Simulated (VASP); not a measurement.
Set up this calculation in VASP 6.6.1, as the native input.

```yaml
Task: single point
Functional: PBE
Potentials_or_basis: VASP PAW PBE potentials, release 64 (Pb_d, F)
Cutoff: 520 eV
k_mesh: 8 × 8 × 8
Occupations: fermi-dirac, width 0.02 eV
Spin: no spin polarisation
Dipole_correction: no
Further_INCAR_settings: ALGO = Normal; EDIFF = 1e-06; NBANDS = 21
```

The structure of PbF2 lies in POSCAR:

```
PbF2
1.0
    0.0000000000      3.0003293711      3.0003293711
    3.0003293711      0.0000000000      3.0003293711
    3.0003293711      3.0003293711      0.0000000000
Pb F
1 2
Direct
    0.0000000000      0.0000000000      0.0000000000
    0.2500000000      0.2500000000      0.2500000000
    0.7500000000      0.7500000000      0.7500000000
```

One way to write it, as run:

INCAR

```
ALGO = Normal
EDIFF = 1E-6
ENCUT = 520
GGA = PE
ISIF = 2
ISMEAR = -1
LASPH = True
LCHARG = True
LELF = True
LREAL = False
LVHAR = True
LWAVE = False
NBANDS = 21
NELM = 60
PREC = Accurate
SIGMA = 0.02
```

KPOINTS

```
k-points
0
Gamma
  8 8 8
```

Potentials or basis: VASP PAW PBE potentials, release 64 (Pb_d, F).

Command:

```console
$ cat potpaw_PBE.64/Pb_d/POTCAR potpaw_PBE.64/F/POTCAR > POTCAR
$ mpirun -np 1 vasp_std > vasp.out
```

Results of the run:

```yaml
Pressure: -0.2 GPa
Band_gap_on_the_k_mesh: 4.42 eV, indirect (least direct gap 4.56 eV)
```

Caveat: spin-orbit coupling is left out, which moves the levels of the heavy elements.

Run time: 13 s on 1 thread of AMD EPYC 9R45 (Zen 5), with other jobs on the host, peak memory 0.15 GiB.
